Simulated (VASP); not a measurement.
# TaN (P-62m) in VASP: single point with LDA

Aim: the single point of TaN with LDA.

Program: VASP 6.6.1. These are calculated values, not measurements. Logs are shortened: lines on timing, memory, paths and dates and some standing lists are left out, and cuts for length are marked.

**1. The cell of the first run**

Symmetry: P-62m, No. 189, hexagonal system. The conventional cell has a = 5.196 Å, b = 5.196 Å, c = 2.911 Å, α = 90.00°, β = 90.00°, γ = 120.00°. Ta (site symmetry -6) has 6 N at 2.16 Å within 2.9 Å. Ta (site symmetry -62m) has 3 N at 2.04 Å within 2.7 Å. N (site symmetry m2m) has 5 Ta at 2.04 to 2.16 Å within 2.7 Å.

**2. Single point, LDA**

Input file INCAR:

```
PREC = Accurate
ENCUT = 520
EDIFF = 1E-6
ISMEAR = 1
SIGMA = 0.15
LREAL = F
LASPH = T
NELM = 60
ALGO = Normal
ISIF = 2
LWAVE = F
LCHARG = T
LELF = T
LVHAR = T
NBANDS = 33
```

Input file KPOINTS:

```
regular mesh
0
Gamma
  5 5 7
```

Input file POSCAR:

```
TaN
1.0
    5.1960000000      0.0000000000      0.0000000000
   -2.5980000000      4.4998680000      0.0000000000
    0.0000000000      0.0000000000      2.9110000000
Ta N
3 3
Direct
    0.3333333333      0.6666666667      0.5000000000
    0.6666666667      0.3333333333      0.5000000000
    0.0000000000      0.0000000000      0.0000000000
    0.3928500000      0.0000000000      0.0000000000
    0.6071500000      0.6071500000      0.0000000000
    0.0000000000      0.3928500000      0.0000000000
```

Potentials or basis: VASP PAW LDA potentials, release 64 (Ta_pv, N).

Started as:

```console
> cat potpaw_LDA.64/Ta_pv/POTCAR potpaw_LDA.64/N/POTCAR > POTCAR
> mpirun -np 1 vasp_std > vasp.out
```

OUTCAR:

```text
PREC = Accurate
   ENCUT = 520
   EDIFF = 1E-6
   ISMEAR = 1
   LREAL = F
   LASPH = T
   NELM = 60
   ISIF = 2

 ion  position               nearest neighbor table
   1  0.333  0.667  0.500-   5 2.16   5 2.16   6 2.16   6 2.16   4 2.16   4 2.16   2 3.00   2 3.00
                             2 3.00   3 3.33   3 3.33   3 3.33   3 3.33   3 3.33   3 3.33
   2  0.667  0.333  0.500-   6 2.16   6 2.16   4 2.16   4 2.16   5 2.16   5 2.16   1 3.00   1 3.00
                             1 3.00   3 3.33   3 3.33   3 3.33   3 3.33   3 3.33   3 3.33
   3  0.000  0.000  0.000-   4 2.04   5 2.04   6 2.04   2 3.33   1 3.33   1 3.33   2 3.33   2 3.33
                             2 3.33   1 3.33   1 3.33   2 3.33   2 3.33   1 3.33   1 3.33
   4  0.393  0.000  0.000-   3 2.04   1 2.16   1 2.16   2 2.16   2 2.16
   5  0.607  0.607  0.000-   3 2.04   1 2.16   1 2.16   2 2.16   2 2.16
   6  0.000  0.393  0.000-   3 2.04   2 2.16   2 2.16   1 2.16   1 2.16

  LATTYP: Found a hexagonal cell.
 ALAT       =     5.1960000000
 C/A-ratio  =     0.5602386451

  Lattice vectors:

 A1 = (   5.1960000000,   0.0000000000,   0.0000000000)
 A2 = (  -2.5980000000,   4.4998680000,   0.0000000000)
 A3 = (   0.0000000000,   0.0000000000,   2.9110000000)

Analysis of symmetry for initial positions (statically):
=====================================================================
 Subroutine PRICEL returns:
 Original cell was already a primitive cell.

 Routine SETGRP: Setting up the symmetry group for a
 hexagonal supercell.

 Subroutine GETGRP returns: Found 12 space group operations
 (whereof 12 operations were pure point group operations)
 out of a pool of 24 trial point group operations.

The static configuration has the point symmetry D_3h.

Analysis of symmetry for dynamics (positions and initial velocities):
=====================================================================
 Subroutine PRICEL returns:
 Original cell was already a primitive cell.

 Routine SETGRP: Setting up the symmetry group for a
 hexagonal supercell.

 Subroutine GETGRP returns: Found 12 space group operations
 (whereof 12 operations were pure point group operations)
 out of a pool of 24 trial point group operations.

The dynamic configuration has the point symmetry D_3h.

 Subroutine INISYM returns: Found 12 space group operations
 (whereof 12 operations are pure point group operations),
 and found     1 'primitive' translations

----------------------------------------------------------------------------------------

                                     Primitive cell

  volume of cell :      68.0630

  direct lattice vectors                    reciprocal lattice vectors
     5.196000000  0.000000000  0.000000000     0.192455735  0.111114370  0.000000000
    -2.598000000  4.499868000  0.000000000     0.000000000  0.222228741  0.000000000
     0.000000000  0.000000000  2.911000000     0.000000000  0.000000000  0.343524562

  length of vectors
     5.196000000  5.196000002  2.911000000     0.222228741  0.222228741  0.343524562

  position of ions in fractional coordinates (direct lattice)
     0.333333333  0.666666667  0.500000000
     0.666666667  0.333333333  0.500000000
     0.000000000  0.000000000  0.000000000
     0.392850000  0.000000000  0.000000000
     0.607150000  0.607150000  0.000000000
     0.000000000  0.392850000  0.000000000

  ion indices of the primitive-cell ions
   primitive index   ion index
                 1           1
                 2           2
                 3           3
                 4           4
                 5           5
                 6           6

----------------------------------------------------------------------------------------

 KPOINTS: regular mesh

Automatic generation of k-mesh.
 Grid dimensions read from file:
 generate k-points for:    5    5    7

 Generating k-lattice:

  Cartesian coordinates                     Fractional coordinates (reciprocal lattice)
     0.038491147  0.022222874  0.000000000     0.200000000 -0.000000000  0.000000000
     0.000000000  0.044445748  0.000000000     0.000000000  0.200000000  0.000000000
     0.000000000  0.000000000  0.049074937     0.000000000  0.000000000  0.142857143

  Length of vectors
     0.044445748  0.044445748  0.049074937

  Shift w.r.t. Gamma in fractional coordinates (k-lattice)
     0.000000000  0.000000000  0.000000000

 Subroutine IBZKPT returns following result:
 ===========================================

 Found     20 irreducible k-points:

 Following reciprocal coordinates:
            Coordinates               Weight
  0.000000  0.000000  0.000000      1.000000
  0.200000  0.000000  0.000000      6.000000
  0.400000 -0.000000  0.000000      6.000000
  0.200000  0.200000  0.000000      6.000000
  0.400000  0.200000  0.000000      6.000000
  0.000000  0.000000  0.142857      2.000000
[... 12 lines left out ...]
  0.200000  0.200000  0.428571     12.000000
  0.400000  0.200000  0.428571     12.000000
   k-points           NKPTS =     20   k-points in BZ     NKDIM =     20   number of bands    NBANDS=     33
   number of dos      NEDOS =    301   number of ions     NIONS =      6
   total plane-waves  NPLWV =  38400
   dimension x,y,z NGX =    40 NGY =   40 NGZ =   24
   dimension x,y,z NGXF=    80 NGYF=   80 NGZF=   48
   ions per type =               3   3
   NGX,Y,Z   is equivalent  to a cutoff of  12.80, 12.80, 13.71 a.u.
   NGXF,Y,Z  is equivalent  to a cutoff of  25.60, 25.60, 27.41 a.u.
 SYSTEM =  unknown system
   PREC   = accura    normal or accurate (medium, high low for compatibility)
   ISTART =      0    job   : 0-new  1-cont  2-samecut
   ICHARG =      2    charge: 1-file 2-atom 10-const
   ISPIN  =      1    spin polarized calculation?
   LNONCOLLINEAR =      F non collinear calculations
   LSORBIT =      F    spin-orbit coupling
   LASPH  =      T    aspherical Exc in radial PAW
   ENCUT  =  520.0 eV  38.22 Ry    6.18 a.u.   9.66  9.66  5.41*2*pi/ulx,y,z
   NELM   =     60;   NELMIN=  2; NELMDL= -5     # of ELM steps
   EDIFF  = 0.1E-05   stopping-criterion for ELM
   LREAL  =      F    real-space projection
   EDIFFG = 0.1E-04   stopping-criterion for IOM
   NSW    =      0    number of steps for IOM
   IBRION =     -1    ionic relax: 0-MD 1-quasi-New 2-CG
   NFREE  =      0    steps in history (QN), initial steepest desc. (CG)
   ISIF   =      2    stress and relaxation
   ISYM   =      2    0-nonsym 1-usesym 2-fastsym
   POTIM  = 0.5000    time-step for ionic-motion
   TEBEG  =    0.0;   TEEND  =   0.0 temperature during run
   PSTRESS=    0.0 pullay stress
   NELECT =      48.0000    total number of electrons
   NUPDOWN=      -1.0000    fix difference up-down
   EMIN   =  10.00;   EMAX   =-10.00  energy-range for DOS
   EFERMI =   0.00;   METHOD = LEGACY
   ISMEAR =     1;   SIGMA  =   0.15  broadening in eV -4-tet -1-fermi 0-gaus
   EFERMI_NEDOS =   21; number of points for ismear=-14 and -15
   IALGO  =     38    algorithm
   IMIX   =      4    mixing-type and parameters
     AMIX     =   0.40;   BMIX     =  1.00
     AMIX_MAG =   1.60;   BMIX_MAG =  1.00
  volume/ion in A,a.u.               =      11.34        76.55
  Fermi-wavevector in a.u.,A,eV,Ry     =   1.457197  2.753703 28.890916  2.123422
  Thomas-Fermi vector in A             =   2.574026
   LORBIT       =      0    0 simple, 1 ext, 2 COOP (PROOUT), +10 PAW based schemes
   GGA     = CA    functional components
   LHFCALC =     F    Hartree Fock is set to
   AEXX    =    0.0000 exact exchange contribution
   IVDW    =     0    specifies the selected vdW correction
   LEPSILON=     F    determine dielectric tensor
   LRPA    =     F    only Hartree local field effects (RPA)
 non-spin polarized calculation
 Methfessel and Paxton  Order N= 1 SIGMA  =   0.15
  energy-cutoff  :      520.00
  volume of cell :       68.06
 maximum number of plane-waves:      1860
 NGX is ok and might be reduce to    40
   NGX = 19   NGY = 19   NGZ = 11

 number of electron      48.0000002 magnetization

 Free energy of the ion-electron system (eV)
  ---------------------------------------------------
  ext. energy  EPLUGINS =         0.00000000
  ---------------------------------------------------
  free energy    TOTEN  =       -74.11551900 eV

  energy without entropy =      -74.11510961  energy(sigma->0) =      -74.11538254

 E-fermi :   8.1596     XC(G=0): -13.2426

 val. band max:        8.0697309722   @ k =   0.2000   0.0000   0.1429
 cond. band min:       8.5110561791   @ k =   0.4000  -0.0000   0.2857
 fundamental gap:      0.4413252069
 Fermi energy:         8.1596249400

 k-point     1 :       0.0000    0.0000    0.0000
  band No.  band energies     occupation
      1     -27.8507      2.00000
      2     -27.8507      2.00000
      3     -27.4948      2.00000
      4     -27.4948      2.00000
      5     -27.3144      2.00000
      6     -27.2042      2.00000
[... 25 lines left out ...]
     32      11.3090      0.00000
     33      11.3090      0.00000

 k-point     2 :       0.2000    0.0000    0.0000
  band No.  band energies     occupation
      1     -27.8822      2.00000
      2     -27.8384      2.00000
      3     -27.4715      2.00000
      4     -27.4531      2.00000
      5     -27.3045      2.00000
      6     -27.2132      2.00000
[... 25 lines left out ...]
     32      11.5994      0.00000
     33      11.6091      0.00000
[... 610 lines left out ...]
     32      12.7082      0.00000
     33      13.4035      0.00000

 k-point    20 :       0.4000    0.2000    0.4286
  band No.  band energies     occupation
      1     -28.0838      2.00000
      2     -28.0311      2.00000
      3     -27.7637      2.00000
      4     -27.5780      2.00000
      5     -27.4640      2.00000
      6     -27.2773      2.00000
[... 25 lines left out ...]
     32      12.2282      0.00000
     33      13.3557      0.00000

------------------------ aborting loop because EDIFF is reached ----------------------------------------

  FORCE on cell =-STRESS in cart. coord.  units (eV):
  Direction    XX          YY          ZZ          XY          YZ          ZX
  --------------------------------------------------------------------------------------
  -------------------------------------------------------------------------------------
  Total       -3.3194239     -3.3194239     -4.0240878      0.0000000      0.0000000      0.0000000
  in kB      -78.1379791    -78.1379791    -94.7254998      0.0000000      0.0000000      0.0000000
  external PRESSURE =     -83.6671527 kB  Pullay stress =       0.0000000 kB

 VOLUME and BASIS-vectors are now :
 -----------------------------------------------------------------------------
  energy-cutoff  :      520.00
  volume of cell :       68.06
      direct lattice vectors                 reciprocal lattice vectors
     5.196000000  0.000000000  0.000000000     0.192455735  0.111114370  0.000000000
    -2.598000000  4.499868000  0.000000000     0.000000000  0.222228741  0.000000000
     0.000000000  0.000000000  2.911000000     0.000000000  0.000000000  0.343524562

 POSITION                                       TOTAL-FORCE (eV/Angst)
 -----------------------------------------------------------------------------------
     -0.00000      2.99991      1.45550        -0.000000      0.000000      0.000000
      2.59800      1.49996      1.45550        -0.000000      0.000000      0.000000
      0.00000      0.00000      0.00000        -0.000000      0.000000      0.000000
      2.04125      0.00000      0.00000        -0.032272      0.000000      0.000000
      1.57738      2.73209      0.00000         0.016136      0.027948      0.000000
     -1.02062      1.76777      0.00000         0.016136     -0.027948      0.000000
 -----------------------------------------------------------------------------------
    total drift:                               -0.000002     -0.000003      0.000000

  FREE ENERGIE OF THE ION-ELECTRON SYSTEM (eV)
  ---------------------------------------------------
  free  energy   TOTEN  =       -74.1155190045 eV

  energy  without entropy=      -74.1151096117  energy(sigma->0) =      -74.11538254
```

Wall time 26 s (1 thread of Intel Xeon Platinum 8488C (Sapphire Rapids), shared host); peak memory 0.18 GiB.

What came out:

```
Free energy            : -74.1155 eV
Pressure               : -8.4 GPa
Largest force          : 0.032 eV/Å
Band gap on the k mesh : zero (band 24 reaches 9.81 eV, above the bottom of band 25 at 7.17 eV)
```

Forces on the atoms (eV/Å):
```
Ta   0.000  0.000  0.000
Ta   0.000  0.000  0.000
Ta   0.000  0.000  0.000
N   -0.032  0.000  0.000
N    0.016  0.028  0.000
N    0.016 -0.028  0.000
```

Stress tensor (GPa, compression positive):
```
-7.81  0.00  0.00
 0.00 -7.81  0.00
 0.00  0.00 -9.47
```

Caveat: spin-orbit coupling is left out, which moves the levels of the heavy elements.
